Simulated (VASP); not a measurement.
# TiN (titanium nitride) (Fm-3m) in VASP: a series of runs

TiN (titanium nitride) is run at these levels: PBE; tasks: single point, relaxation of cell and atoms.

Everything below comes from runs of VASP 6.6.1. Logs are shortened: lines on timing, memory, paths and dates and some standing lists are left out, and cuts for length are marked.

## Step 1: The cell of the first run

It takes space group Fm-3m (No. 225, cubic). The conventional cell has a = 4.247 Å, b = 4.247 Å, c = 4.247 Å, α = 90.00°, β = 90.00°, γ = 90.00°. Ti (site symmetry m-3m) has 6 N at 2.12 Å within 2.8 Å. N (site symmetry m-3m) has 6 Ti at 2.12 Å within 2.8 Å.

## Step 2: Single point, PBE

INCAR

```
SYSTEM = TiN
PREC     = Accurate       ! precision mode
ENCUT    = 520            ! plane-wave cutoff, eV
EDIFF    = 1E-6           ! SCF threshold, eV
ISMEAR   = 0              ! smearing method
SIGMA    = 0.1            ! smearing width, eV
LREAL    = .False.        ! projectors in reciprocal space
LASPH    = .True.         ! aspherical terms in the spheres
NELM     = 80             ! most SCF steps
ALGO     = Normal         ! electronic algorithm
ISIF     = 2              ! what is computed and relaxed
LWAVE    = .False.        ! write WAVECAR
LCHARG   = .False.        ! write CHGCAR
GGA      = PE             ! functional
NBANDS   = 16             ! bands
```

KPOINTS

```
regular mesh
0
Gamma
  16 16 16
  0 0 0
```

POSCAR

```
TiN
1.0
    0.0000000000      2.1234272216      2.1234272216
    2.1234272216      0.0000000000      2.1234272216
    2.1234272216      2.1234272216      0.0000000000
Ti N
1 1
Direct
    0.0000000000      0.0000000000      0.0000000000
    0.5000000000      0.5000000000      0.5000000000
```

Potentials or basis: VASP PAW PBE potentials, release 64 (Ti_sv, N).

Started as:

```sh
$ cat potpaw_PBE.64/Ti_sv/POTCAR potpaw_PBE.64/N/POTCAR > POTCAR
$ mpirun -np 1 vasp_std > vasp.out
```

OUTCAR:

```text
SYSTEM = TiN
   PREC = Accurate
   ENCUT = 520
   EDIFF = 1E-6
   ISMEAR = 0
   LREAL = .False.
   LASPH = .True.
   NELM = 80
   ISIF = 2
   GGA = PE

 ion  position               nearest neighbor table
   1  0.000  0.000  0.000-   2 2.12   2 2.12   2 2.12   2 2.12   2 2.12   2 2.12
   2  0.500  0.500  0.500-   1 2.12   1 2.12   1 2.12   1 2.12   1 2.12   1 2.12

  LATTYP: Found a face centered cubic cell.
 ALAT       =     4.2468544432

  Lattice vectors:

 A1 = (   0.0000000000,   2.1234272216,   2.1234272216)
 A2 = (   2.1234272216,   0.0000000000,   2.1234272216)
 A3 = (   2.1234272216,   2.1234272216,   0.0000000000)

Analysis of symmetry for initial positions (statically):
=====================================================================
 Subroutine PRICEL returns:
 Original cell was already a primitive cell.

 Routine SETGRP: Setting up the symmetry group for a
 face centered cubic supercell.

 Subroutine GETGRP returns: Found 48 space group operations
 (whereof 48 operations were pure point group operations)
 out of a pool of 48 trial point group operations.

The static configuration has the point symmetry O_h .

Analysis of symmetry for dynamics (positions and initial velocities):
=====================================================================
 Subroutine PRICEL returns:
 Original cell was already a primitive cell.

 Routine SETGRP: Setting up the symmetry group for a
 face centered cubic supercell.

 Subroutine GETGRP returns: Found 48 space group operations
 (whereof 48 operations were pure point group operations)
 out of a pool of 48 trial point group operations.

The dynamic configuration has the point symmetry O_h .

 Subroutine INISYM returns: Found 48 space group operations
 (whereof 48 operations are pure point group operations),
 and found     1 'primitive' translations

----------------------------------------------------------------------------------------

                                     Primitive cell

  volume of cell :      19.1488

  direct lattice vectors                    reciprocal lattice vectors
     0.000000000  2.123427222  2.123427222    -0.235468395  0.235468395  0.235468395
     2.123427222  0.000000000  2.123427222     0.235468395 -0.235468395  0.235468395
     2.123427222  2.123427222  0.000000000     0.235468395  0.235468395 -0.235468395

  length of vectors
     3.002979575  3.002979575  3.002979575     0.407843224  0.407843224  0.407843224

  position of ions in fractional coordinates (direct lattice)
     0.000000000  0.000000000  0.000000000
     0.500000000  0.500000000  0.500000000

  ion indices of the primitive-cell ions
   primitive index   ion index
                 1           1
                 2           2

----------------------------------------------------------------------------------------

 KPOINTS: regular mesh

Automatic generation of k-mesh.
 Grid dimensions read from file:
 generate k-points for:   16   16   16

 Generating k-lattice:

  Cartesian coordinates                     Fractional coordinates (reciprocal lattice)
    -0.014716775  0.014716775  0.014716775     0.062500000  0.000000000  0.000000000
     0.014716775 -0.014716775  0.014716775     0.000000000  0.062500000  0.000000000
     0.014716775  0.014716775 -0.014716775     0.000000000  0.000000000  0.062500000

  Length of vectors
     0.025490201  0.025490201  0.025490201

  Shift w.r.t. Gamma in fractional coordinates (k-lattice)
     0.000000000  0.000000000  0.000000000

 Subroutine IBZKPT returns following result:
 ===========================================

 Found    145 irreducible k-points:

 Following reciprocal coordinates:
            Coordinates               Weight
  0.000000  0.000000  0.000000      1.000000
  0.062500  0.000000  0.000000      8.000000
  0.125000  0.000000  0.000000      8.000000
  0.187500  0.000000  0.000000      8.000000
  0.250000  0.000000  0.000000      8.000000
  0.312500  0.000000  0.000000      8.000000
[... 16 lines left out ...]
 -0.125000  0.062500  0.000000     24.000000
 -0.062500  0.062500  0.000000     12.000000
 [... further k-points ...]
   k-points           NKPTS =    145   k-points in BZ     NKDIM =    145   number of bands    NBANDS=     16
   number of dos      NEDOS =    301   number of ions     NIONS =      2
   total plane-waves  NPLWV =  13824
   dimension x,y,z NGX =    24 NGY =   24 NGZ =   24
   dimension x,y,z NGXF=    48 NGYF=   48 NGZF=   48
   ions per type =               1   1
   NGX,Y,Z   is equivalent  to a cutoff of  13.29, 13.29, 13.29 a.u.
   NGXF,Y,Z  is equivalent  to a cutoff of  26.57, 26.57, 26.57 a.u.
 SYSTEM =  TiN
   PREC   = accura    normal or accurate (medium, high low for compatibility)
   ISTART =      0    job   : 0-new  1-cont  2-samecut
   ICHARG =      2    charge: 1-file 2-atom 10-const
   ISPIN  =      1    spin polarized calculation?
   LNONCOLLINEAR =      F non collinear calculations
   LSORBIT =      F    spin-orbit coupling
   LASPH  =      T    aspherical Exc in radial PAW
   ENCUT  =  520.0 eV  38.22 Ry    6.18 a.u.   5.58  5.58  5.58*2*pi/ulx,y,z
   NELM   =     80;   NELMIN=  2; NELMDL= -5     # of ELM steps
   EDIFF  = 0.1E-05   stopping-criterion for ELM
   LREAL  =      F    real-space projection
   EDIFFG = 0.1E-04   stopping-criterion for IOM
   NSW    =      0    number of steps for IOM
   IBRION =     -1    ionic relax: 0-MD 1-quasi-New 2-CG
   NFREE  =      0    steps in history (QN), initial steepest desc. (CG)
   ISIF   =      2    stress and relaxation
   ISYM   =      2    0-nonsym 1-usesym 2-fastsym
   POTIM  = 0.5000    time-step for ionic-motion
   TEBEG  =    0.0;   TEEND  =   0.0 temperature during run
   PSTRESS=    0.0 pullay stress
   NELECT =      17.0000    total number of electrons
   NUPDOWN=      -1.0000    fix difference up-down
   EMIN   =  10.00;   EMAX   =-10.00  energy-range for DOS
   EFERMI =   0.00;   METHOD = LEGACY
   ISMEAR =     0;   SIGMA  =   0.10  broadening in eV -4-tet -1-fermi 0-gaus
   EFERMI_NEDOS =   21; number of points for ismear=-14 and -15
   IALGO  =     38    algorithm
   IMIX   =      4    mixing-type and parameters
     AMIX     =   0.40;   BMIX     =  1.00
     AMIX_MAG =   1.60;   BMIX_MAG =  1.00
  volume/ion in A,a.u.               =       9.57        64.61
  Fermi-wavevector in a.u.,A,eV,Ry     =   1.573417  2.973326 33.683129  2.475640
  Thomas-Fermi vector in A             =   2.674704
   LORBIT       =      0    0 simple, 1 ext, 2 COOP (PROOUT), +10 PAW based schemes
   GGA     = PE    functional components
   LHFCALC =     F    Hartree Fock is set to
   AEXX    =    0.0000 exact exchange contribution
   IVDW    =     0    specifies the selected vdW correction
   LEPSILON=     F    determine dielectric tensor
   LRPA    =     F    only Hartree local field effects (RPA)
 non-spin polarized calculation
 Gauss-broadening in eV      SIGMA  =   0.10
  energy-cutoff  :      520.00
  volume of cell :       19.15
 maximum number of plane-waves:       534
   NGX = 11   NGY = 11   NGZ = 11

 number of electron      17.0000002 magnetization

 Free energy of the ion-electron system (eV)
  ---------------------------------------------------
  ext. energy  EPLUGINS =         0.00000000
  ---------------------------------------------------
  free energy    TOTEN  =       -19.63914025 eV

  energy without entropy =      -19.63400489  energy(sigma->0) =      -19.63657257

 E-fermi :  11.4046     XC(G=0): -13.0000

 val. band max:       11.3797346037   @ k =  -0.3750   0.4375   0.1875
 cond. band min:      11.4086069895   @ k =   0.4375   0.1875   0.0625
 fundamental gap:      0.0288723857
 Fermi energy:        11.4046261112

 k-point     1 :       0.0000    0.0000    0.0000
  band No.  band energies     occupation
      1     -46.4773      2.00000
      2     -22.4594      2.00000
      3     -22.4594      2.00000
      4     -22.4594      2.00000
      5      -5.6803      2.00000
      6       9.3603      2.00000
[... 8 lines left out ...]
     15      24.5621      0.00000
     16      31.0929      0.00000

 k-point     2 :       0.0625    0.0000    0.0000
  band No.  band energies     occupation
      1     -46.4737      2.00000
      2     -22.4848      2.00000
      3     -22.4615      2.00000
      4     -22.4615      2.00000
      5      -5.6046      2.00000
      6       8.9142      2.00000
[... 8 lines left out ...]
     15      24.6190      0.00000
     16      30.9905      0.00000

 k-point     3 :       0.1250    0.0000    0.0000
  band No.  band energies     occupation
      1     -46.4635      2.00000
      2     -22.5564      2.00000
      3     -22.4675      2.00000
      4     -22.4675      2.00000
      5      -5.3846      2.00000
      6       7.9932      2.00000
[... 8 lines left out ...]
     15      24.6786      0.00000
     16      30.6268      0.00000

 k-point     4 :       0.1875    0.0000    0.0000
  band No.  band energies     occupation
      1     -46.4481      2.00000
      2     -22.6621      2.00000
      3     -22.4766      2.00000
      4     -22.4766      2.00000
      5      -5.0418      2.00000
      6       6.9322      2.00000
[... 8 lines left out ...]
     15      24.5408      0.00000
     16      29.9085      0.00000

 k-point     5 :       0.2500    0.0000    0.0000
  band No.  band energies     occupation
      1     -46.4299      2.00000
      2     -22.7844      2.00000
      3     -22.4871      2.00000
      4     -22.4871      2.00000
      5      -4.6108      2.00000
      6       5.8694      2.00000
[... 8 lines left out ...]
     15      24.2700      0.00000
     16      28.8944      0.00000

 k-point     6 :       0.3125    0.0000    0.0000
  band No.  band energies     occupation
      1     -46.4117      2.00000
      2     -22.9044      2.00000
      3     -22.4977      2.00000
      4     -22.4977      2.00000
      5      -4.1400      2.00000
      6       4.8943      2.00000
[... 8 lines left out ...]
     15      24.2212      0.00000
     16      27.7966      0.00000
[... 267 lines left out ...]
 k-point    21 :      -0.2500    0.0625    0.0000
  band No.  band energies     occupation
      1     -46.4215      2.00000
      2     -22.8250      2.00000
      3     -22.5166      2.00000
      4     -22.4824      2.00000
      5      -4.4250      2.00000
      6       5.4699      2.00000
[... 8 lines left out ...]
     15      24.2041      0.00000
     16      27.8802      0.00000

 k-point    22 :      -0.1875    0.0625    0.0000
  band No.  band energies     occupation
      1     -46.4397      2.00000
      2     -22.7062      2.00000
      3     -22.5039      2.00000
      4     -22.4717      2.00000
      5      -4.8600      2.00000
      6       6.4325      2.00000
[... 8 lines left out ...]
     15      24.4629      0.00000
     16      28.7795      0.00000

 k-point    23 :      -0.1250    0.0625    0.0000
  band No.  band energies     occupation
      1     -46.4560      2.00000
      2     -22.5982      2.00000
      3     -22.4898      2.00000
      4     -22.4640      2.00000
      5      -5.2253      2.00000
      6       7.4067      2.00000
[... 8 lines left out ...]
     15      24.6824      0.00000
     16      29.6221      0.00000

 k-point    24 :      -0.0625    0.0625    0.0000
  band No.  band energies     occupation
      1     -46.4679      2.00000
      2     -22.5199      2.00000
      3     -22.4750      2.00000
      4     -22.4605      2.00000
      5      -5.4821      2.00000
      6       8.2940      2.00000
[... 8 lines left out ...]
     15      24.6845      0.00000
     16      30.3820      0.00000

 [... further k-points ...]

------------------------ aborting loop because EDIFF is reached ----------------------------------------

  FORCE on cell =-STRESS in cart. coord.  units (eV):
  Direction    XX          YY          ZZ          XY          YZ          ZX
  --------------------------------------------------------------------------------------
  -------------------------------------------------------------------------------------
  Total        0.0528523      0.0528523      0.0528523     -0.0000000      0.0000000      0.0000000
  in kB        4.4221370      4.4221370      4.4221370     -0.0000000      0.0000000      0.0000000
  external PRESSURE =       4.4221370 kB  Pullay stress =       0.0000000 kB

 VOLUME and BASIS-vectors are now :
 -----------------------------------------------------------------------------
  energy-cutoff  :      520.00
  volume of cell :       19.15
      direct lattice vectors                 reciprocal lattice vectors
     0.000000000  2.123427222  2.123427222    -0.235468395  0.235468395  0.235468395
     2.123427222  0.000000000  2.123427222     0.235468395 -0.235468395  0.235468395
     2.123427222  2.123427222  0.000000000     0.235468395  0.235468395 -0.235468395

 POSITION                                       TOTAL-FORCE (eV/Angst)
 -----------------------------------------------------------------------------------
      0.00000      0.00000      0.00000        -0.000000     -0.000000     -0.000000
      2.12343      2.12343      2.12343         0.000000      0.000000      0.000000
 -----------------------------------------------------------------------------------
    total drift:                                0.000000     -0.000000     -0.000000

  FREE ENERGIE OF THE ION-ELECTRON SYSTEM (eV)
  ---------------------------------------------------
  free  energy   TOTEN  =       -19.6391402480 eV

  energy  without entropy=      -19.6340048912  energy(sigma->0) =      -19.63657257
```

It took 87 s on 1 thread of AMD EPYC 7R43 (Zen 3), shared host; peak memory 0.13 GiB.

Results:

| Property | Result |
| --- | --- |
| Free energy | -19.6391 eV |
| Pressure | 0.4 GPa |

## Step 3: Relaxation of cell and atoms, PBE

This run uses another cell than the first one, of 9.56 Å³/atom, 0.998 times its volume.

INCAR

```
SYSTEM = TiN
PREC     = Accurate       ! precision mode
ENCUT    = 600            ! plane-wave cutoff, eV
EDIFF    = 1E-6           ! SCF threshold, eV
ISMEAR   = 0              ! smearing method
SIGMA    = 0.1            ! smearing width, eV
LREAL    = .FALSE.        ! projectors in reciprocal space
LASPH    = .TRUE.         ! aspherical terms in the spheres
NELM     = 80             ! most SCF steps
ALGO     = Normal         ! electronic algorithm
ISIF     = 3              ! what is computed and relaxed
LWAVE    = .FALSE.        ! write WAVECAR
LCHARG   = .FALSE.        ! write CHGCAR
GGA      = PE             ! functional
IBRION   = 2              ! ionic algorithm
NSW      = 80             ! ionic steps
EDIFFG   = -0.002         ! ionic threshold
```

KPOINTS

```
Automatic mesh
0
G
  16 16 16
  0 0 0
```

POSCAR

```
TiN
1.0
    0.0000000000      2.1220000000      2.1220000000
    2.1220000000      0.0000000000      2.1220000000
    2.1220000000      2.1220000000      0.0000000000
Ti N
1 1
Direct
    0.0000000000      0.0000000000      0.0000000000
    0.5000000000      0.5000000000      0.5000000000
```

Potentials or basis: VASP PAW PBE potentials, release 64 (Ti_sv, N).

Started as:

```sh
$ cat potpaw_PBE.64/Ti_sv/POTCAR potpaw_PBE.64/N/POTCAR > POTCAR
$ mpirun -np 1 vasp_std > vasp.out
```

Wall time 2.1 min (1 thread of AMD EPYC 7R43 (Zen 3), shared host); peak memory 0.14 GiB.

The run converged. Its results:

* Free energy: -19.6405 eV
* Relaxed volume: 9.58 Å³/atom
* Relaxed cell: a = 3.004 Å, b = 3.004 Å, c = 3.004 Å, α = 60.00°, β = 60.00°, γ = 60.00°
* Space group after relaxing (to 0.05 Å): Fm-3m (No. 225)
* Energy gained by relaxing: 0.1 meV/atom
* Ionic steps: 4
* Pressure after relaxing: 0.0 GPa

The path:
```
step  energy change (eV)  largest force (eV/Å)  pressure (GPa)  volume (Å³)
   1              0.0000                0.0000            0.89        19.11
   2              0.0001                0.0000           -1.07        19.26
   3             -0.0002                0.0000           -0.04        19.17
   4             -0.0002                0.0000            0.02        19.17
```

Final structure:
```
CELL_PARAMETERS angstrom
0.00000 2.12415 2.12415
2.12415 0.00000 2.12415
2.12415 2.12415 0.00000
ATOMIC_POSITIONS crystal
Ti 0.00000 0.00000 0.00000
N 0.50000 0.50000 0.50000
```

Levels at points of the mesh, in eV from the Fermi level:
```
           k point  band 6  band 7  band 8  band 9  band 10  band 11
(0.00, 0.00, 0.00)   -2.04   -2.04   -2.04   -0.62    -0.62    -0.62
(0.50, 0.00, 0.00)   -8.05   -5.46   -5.46    1.66     1.66     2.33
(0.50, 0.50, 0.00)   -5.83   -3.23   -3.23   -3.05     1.62     2.36
```

PBE usually gives volumes a little too large and moduli too small. Zero-point motion and thermal expansion aren't in these numbers.
